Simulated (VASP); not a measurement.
# C (I4/mmm) in VASP: further runs

Runs on C. Level: PBEsol. Tasks: single point.

All numbers are computed with VASP 6.6.1; they aren't measurements. Logs are shortened: lines on timing, memory, paths and dates and some standing lists are left out, and cuts for length are marked.

**1. The cell of the first run**

Symmetry: I4/mmm, No. 139, tetragonal system. The conventional cell has a = 1.616 Å, b = 1.616 Å, c = 6.635 Å, α = 90.00°, β = 90.00°, γ = 90.00°. C (site symmetry 4/mmm) has 8 C at 1.62 to 2.29 Å within 2.3 Å.

**2. Single point, PBEsol**

Contents of INCAR:

```
PREC = Accurate ; ENCUT = 520
EDIFF = 1E-6 ; ISMEAR = 0
SIGMA = 0.1 ; LREAL = False
LASPH = True ; NELM = 100
ALGO = Normal ; ISIF = 2
LWAVE = False ; LCHARG = False
GGA = PS ; NBANDS = 8
```

Contents of KPOINTS:

```
Automatic mesh
0
Gamma
  46 46 46
```

Contents of POSCAR:

```
C
1.0
   -0.8081487801      0.8081487801      3.3174827045
    0.8081487801     -0.8081487801      3.3174827045
    0.8081487801      0.8081487801     -3.3174827045
C
1
Direct
    0.0000000000      0.0000000000      0.0000000000
```

Potentials or basis: VASP PAW PBE potentials, release 64 (C).

Command:

```
cat potpaw_PBE.64/C/POTCAR > POTCAR
mpirun -np 1 vasp_std > vasp.out
```

OUTCAR:

```text
PREC = Accurate
   ENCUT = 520
   EDIFF = 1E-6
   ISMEAR = 0
   LREAL = False
   LASPH = True
   NELM = 100
   ISIF = 2
   GGA = PS

 ion  position               nearest neighbor table
   1  0.000  0.000  0.000-

  LATTYP: Found a body centered tetragonal cell.
 ALAT       =     1.6162975602
 C/A-ratio  =     4.1050395499

  Lattice vectors:

 A1 = (  -0.8081487801,   0.8081487801,   3.3174827045)
 A2 = (   0.8081487801,  -0.8081487801,   3.3174827045)
 A3 = (   0.8081487801,   0.8081487801,  -3.3174827045)

Analysis of symmetry for initial positions (statically):
=====================================================================
 Subroutine PRICEL returns:
 Original cell was already a primitive cell.

 Routine SETGRP: Setting up the symmetry group for a
 body centered tetragonal supercell.

 Subroutine GETGRP returns: Found 16 space group operations
 (whereof 16 operations were pure point group operations)
 out of a pool of 16 trial point group operations.

The static configuration has the point symmetry D_4h.

Analysis of symmetry for dynamics (positions and initial velocities):
=====================================================================
 Subroutine PRICEL returns:
 Original cell was already a primitive cell.

 Routine SETGRP: Setting up the symmetry group for a
 body centered tetragonal supercell.

 Subroutine GETGRP returns: Found 16 space group operations
 (whereof 16 operations were pure point group operations)
 out of a pool of 16 trial point group operations.

The dynamic configuration has the point symmetry D_4h.

 Subroutine INISYM returns: Found 16 space group operations
 (whereof 16 operations are pure point group operations),
 and found     1 'primitive' translations

----------------------------------------------------------------------------------------

                                     Primitive cell

  volume of cell :       8.6667

  direct lattice vectors                    reciprocal lattice vectors
    -0.808148780  0.808148780  3.317482705     0.000000000  0.618697958  0.150716686
     0.808148780 -0.808148780  3.317482705     0.618697958  0.000000000  0.150716686
     0.808148780  0.808148780 -3.317482705     0.618697958  0.618697958  0.000000000

  length of vectors
     3.508831771  3.508831771  3.508831771     0.636790925  0.636790925  0.874971043

  position of ions in fractional coordinates (direct lattice)
     0.000000000  0.000000000  0.000000000

  ion indices of the primitive-cell ions
   primitive index   ion index
                 1           1

----------------------------------------------------------------------------------------

 KPOINTS: Automatic mesh

Automatic generation of k-mesh.
 Grid dimensions read from file:
 generate k-points for:   46   46   46

 Generating k-lattice:

  Cartesian coordinates                     Fractional coordinates (reciprocal lattice)
     0.000000000  0.013449956  0.003276450     0.021739130  0.000000000 -0.000000000
     0.013449956  0.000000000  0.003276450     0.000000000  0.021739130 -0.000000000
     0.013449956  0.013449956  0.000000000     0.000000000  0.000000000  0.021739130

  Length of vectors
     0.013843281  0.013843281  0.019021110

  Shift w.r.t. Gamma in fractional coordinates (k-lattice)
     0.000000000  0.000000000  0.000000000

 Subroutine IBZKPT returns following result:
 ===========================================

 Found   6780 irreducible k-points:

 Following reciprocal coordinates:
            Coordinates               Weight
  0.000000  0.000000  0.000000      1.000000
  0.021739  0.000000  0.000000      8.000000
  0.043478  0.000000  0.000000      8.000000
  0.065217  0.000000  0.000000      8.000000
  0.086957 -0.000000  0.000000      8.000000
  0.108696  0.000000 -0.000000      8.000000
[... 16 lines left out ...]
  0.478261  0.000000  0.000000      8.000000
  0.500000  0.000000 -0.000000      4.000000
 [... further k-points ...]
   k-points           NKPTS =   6780   k-points in BZ     NKDIM =   6780   number of bands    NBANDS=      8
   number of dos      NEDOS =    301   number of ions     NIONS =      1
   total plane-waves  NPLWV =  21952
   dimension x,y,z NGX =    28 NGY =   28 NGZ =   28
   dimension x,y,z NGXF=    56 NGYF=   56 NGZF=   56
   ions per type =               1
   NGX,Y,Z   is equivalent  to a cutoff of  13.27, 13.27, 13.27 a.u.
   NGXF,Y,Z  is equivalent  to a cutoff of  26.53, 26.53, 26.53 a.u.
 SYSTEM =  unknown system
   PREC   = accura    normal or accurate (medium, high low for compatibility)
   ISTART =      0    job   : 0-new  1-cont  2-samecut
   ICHARG =      2    charge: 1-file 2-atom 10-const
   ISPIN  =      1    spin polarized calculation?
   LNONCOLLINEAR =      F non collinear calculations
   LSORBIT =      F    spin-orbit coupling
   LASPH  =      T    aspherical Exc in radial PAW
   ENCUT  =  520.0 eV  38.22 Ry    6.18 a.u.   6.52  6.52  6.52*2*pi/ulx,y,z
   NELM   =    100;   NELMIN=  2; NELMDL= -5     # of ELM steps
   EDIFF  = 0.1E-05   stopping-criterion for ELM
   LREAL  =      F    real-space projection
   EDIFFG = 0.1E-04   stopping-criterion for IOM
   NSW    =      0    number of steps for IOM
   IBRION =     -1    ionic relax: 0-MD 1-quasi-New 2-CG
   NFREE  =      0    steps in history (QN), initial steepest desc. (CG)
   ISIF   =      2    stress and relaxation
   ISYM   =      2    0-nonsym 1-usesym 2-fastsym
   POTIM  = 0.5000    time-step for ionic-motion
   TEBEG  =    0.0;   TEEND  =   0.0 temperature during run
   PSTRESS=    0.0 pullay stress
   NELECT =       4.0000    total number of electrons
   NUPDOWN=      -1.0000    fix difference up-down
   EMIN   =  10.00;   EMAX   =-10.00  energy-range for DOS
   EFERMI =   0.00;   METHOD = LEGACY
   ISMEAR =     0;   SIGMA  =   0.10  broadening in eV -4-tet -1-fermi 0-gaus
   EFERMI_NEDOS =   21; number of points for ismear=-14 and -15
   IALGO  =     38    algorithm
   IMIX   =      4    mixing-type and parameters
     AMIX     =   0.40;   BMIX     =  1.00
     AMIX_MAG =   1.60;   BMIX_MAG =  1.00
  volume/ion in A,a.u.               =       8.67        58.49
  Fermi-wavevector in a.u.,A,eV,Ry     =   1.265157  2.390800 21.777785  1.600622
  Thomas-Fermi vector in A             =   2.398425
   LORBIT       =      0    0 simple, 1 ext, 2 COOP (PROOUT), +10 PAW based schemes
   GGA     = PS    functional components
   LHFCALC =     F    Hartree Fock is set to
   AEXX    =    0.0000 exact exchange contribution
   IVDW    =     0    specifies the selected vdW correction
   LEPSILON=     F    determine dielectric tensor
   LRPA    =     F    only Hartree local field effects (RPA)
 non-spin polarized calculation
 Gauss-broadening in eV      SIGMA  =   0.10
  energy-cutoff  :      520.00
  volume of cell :        8.67
 maximum number of plane-waves:       248
 NGX is ok and might be reduce to    28
   NGX = 13   NGY = 13   NGZ = 13

 number of electron       4.0000000 magnetization

 Free energy of the ion-electron system (eV)
  ---------------------------------------------------
  ext. energy  EPLUGINS =         0.00000000
  ---------------------------------------------------
  free energy    TOTEN  =        -7.09004228 eV

  energy without entropy =       -7.08850809  energy(sigma->0) =       -7.08927519

 E-fermi :   4.6466     XC(G=0): -10.9504

 val. band max:        4.6465140148   @ k =  -0.3913   0.4783   0.1739
 cond. band min:       4.6470776849   @ k =   0.3478   0.3043  -0.0000
 fundamental gap:      0.0005636701
 Fermi energy:         4.6466263578

 k-point     1 :       0.0000    0.0000    0.0000
  band No.  band energies     occupation
      1     -14.8440      2.00000
      2      -1.3015      2.00000
      3       9.0441      0.00000
      4      20.6019      0.00000
      5      20.6019      0.00000
      6      34.2582      0.00000
      7      39.7869      0.00000
      8      44.1614      0.00000

 k-point     2 :       0.0217    0.0000    0.0000
  band No.  band energies     occupation
      1     -14.8229      2.00000
      2      -1.2812      2.00000
      3       9.0740      0.00000
      4      20.4503      0.00000
      5      20.6179      0.00000
      6      34.2389      0.00000
      7      39.9400      0.00000
      8      44.2143      0.00000

 k-point     3 :       0.0435    0.0000    0.0000
  band No.  band energies     occupation
      1     -14.7599      2.00000
      2      -1.2204      2.00000
      3       9.1632      0.00000
      4      20.0169      0.00000
      5      20.6645      0.00000
      6      34.1796      0.00000
      7      40.3764      0.00000
      8      44.3728      0.00000

 k-point     4 :       0.0652    0.0000    0.0000
  band No.  band energies     occupation
      1     -14.6548      2.00000
      2      -1.1191      2.00000
      3       9.3107      0.00000
      4      19.3421      0.00000
      5      20.7408      0.00000
      6      34.0773      0.00000
      7      41.0331      0.00000
      8      44.6323      0.00000

 k-point     5 :       0.0870   -0.0000    0.0000
  band No.  band energies     occupation
      1     -14.5080      2.00000
      2      -0.9773      2.00000
      3       9.5141      0.00000
      4      18.4803      0.00000
      5      20.8468      0.00000
      6      33.9250      0.00000
      7      41.8164      0.00000
      8      44.9437      0.00000
[... 177 lines left out ...]
 k-point    22 :       0.4565    0.0000    0.0000
  band No.  band energies     occupation
      1      -6.3616      2.00000
      2      -0.9705      2.00000
      3       6.1351      0.00000
      4      17.4331      0.00000
      5      23.3388      0.00000
      6      24.6178      0.00000
      7      29.9407      0.00000
      8      39.8735      0.00000

 k-point    23 :       0.4783    0.0000    0.0000
  band No.  band energies     occupation
      1      -5.8847      2.00000
      2      -1.5529      2.00000
      3       6.3795      0.00000
      4      17.1629      0.00000
      5      23.9914      0.00000
      6      24.6908      0.00000
      7      29.0558      0.00000
      8      39.8854      0.00000

 k-point    24 :       0.5000    0.0000   -0.0000
  band No.  band energies     occupation
      1      -5.6939      2.00000
      2      -1.7788      2.00000
      3       6.4650      0.00000
      4      17.0633      0.00000
      5      24.2815      0.00000
      6      24.7156      0.00000
      7      28.6928      0.00000
      8      39.8907      0.00000

 [... further k-points ...]

------------------------ aborting loop because EDIFF is reached ----------------------------------------

  FORCE on cell =-STRESS in cart. coord.  units (eV):
  Direction    XX          YY          ZZ          XY          YZ          ZX
  --------------------------------------------------------------------------------------
  -------------------------------------------------------------------------------------
  Total        0.0323184      0.0323184     -0.0036121      0.0000000     -0.0000000     -0.0000000
  in kB        5.9746013      5.9746013     -0.6677499      0.0000000     -0.0000000     -0.0000000
  external PRESSURE =       3.7604842 kB  Pullay stress =       0.0000000 kB

 VOLUME and BASIS-vectors are now :
 -----------------------------------------------------------------------------
  energy-cutoff  :      520.00
  volume of cell :        8.67
      direct lattice vectors                 reciprocal lattice vectors
    -0.808148780  0.808148780  3.317482705     0.000000000  0.618697958  0.150716686
     0.808148780 -0.808148780  3.317482705     0.618697958  0.000000000  0.150716686
     0.808148780  0.808148780 -3.317482705     0.618697958  0.618697958  0.000000000

 POSITION                                       TOTAL-FORCE (eV/Angst)
 -----------------------------------------------------------------------------------
      0.00000      0.00000      0.00000        -0.000000      0.000000      0.000000
 -----------------------------------------------------------------------------------
    total drift:                                0.000000      0.000000      0.000000

  FREE ENERGIE OF THE ION-ELECTRON SYSTEM (eV)
  ---------------------------------------------------
  free  energy   TOTEN  =        -7.0900422843 eV

  energy  without entropy=       -7.0885080876  energy(sigma->0) =       -7.08927519
```

It took 14 min on 1 thread of Intel Xeon 6975P-C (Granite Rapids), shared host; peak memory 0.52 GiB.

Results:

* Free energy: -7.0900 eV
* Pressure: 0.4 GPa
* Band gap on the k mesh: zero (bands 2 and 3 overlap by 3.05 eV)

Caveat: the PAW data sets were made with another functional, which shifts forces and pressure a little.

**3. Single point, PBEsol**

Contents of INCAR:

```
ALGO = Normal
EDIFF = 1E-6
ENCUT = 520
GGA = PS
ISIF = 2
ISMEAR = 0
LASPH = T
LCHARG = T
LELF = T
LREAL = F
LVHAR = T
LWAVE = F
NBANDS = 8
NELM = 100
PREC = Accurate
SIGMA = 0.1
```

Contents of KPOINTS:

```
k-points
0
Gamma
  48 48 48
```

POSCAR is that of step 2.

Potentials or basis: VASP PAW PBE potentials, release 64 (C).

Command:

```
cat potpaw_PBE.64/C/POTCAR > POTCAR
mpirun -np 1 vasp_std > vasp.out
```

Wall time 15 min (1 thread of Intel Xeon 6975P-C (Granite Rapids), shared host); peak memory 0.58 GiB.

The run converged. Its results:

| Quantity | Value |
| --- | --- |
| Free energy | -7.0884 eV |
| Pressure | 0.4 GPa |
| Band gap on the k mesh | zero (bands 2 and 3 overlap by 2.96 eV) |

Stress tensor (GPa, compression positive):
```
0.64 0.00 0.00
0.00 0.64 0.00
0.00 0.00 0.00
```

Levels at points of the mesh, in eV from the Fermi level:
| k point | band 1 | band 2 | band 3 | band 4 | band 5 |
| --- | --- | --- | --- | --- | --- |
| (0.00, 0.00, 0.00) | -19.46 | -5.92 | 4.41 | 15.99 | 15.99 |
| (0.50, 0.00, 0.00) | -10.31 | -6.40 | 1.84 | 12.44 | 19.65 |
| (0.50, 0.50, 0.00) | -2.85 | -2.79 | 8.09 | 8.87 | 13.93 |
| (0.50, 0.50, 0.50) | -19.12 | -8.19 | 11.56 | 15.97 | 15.97 |

Caveat: the PAW data sets were made with another functional, which shifts forces and pressure a little.
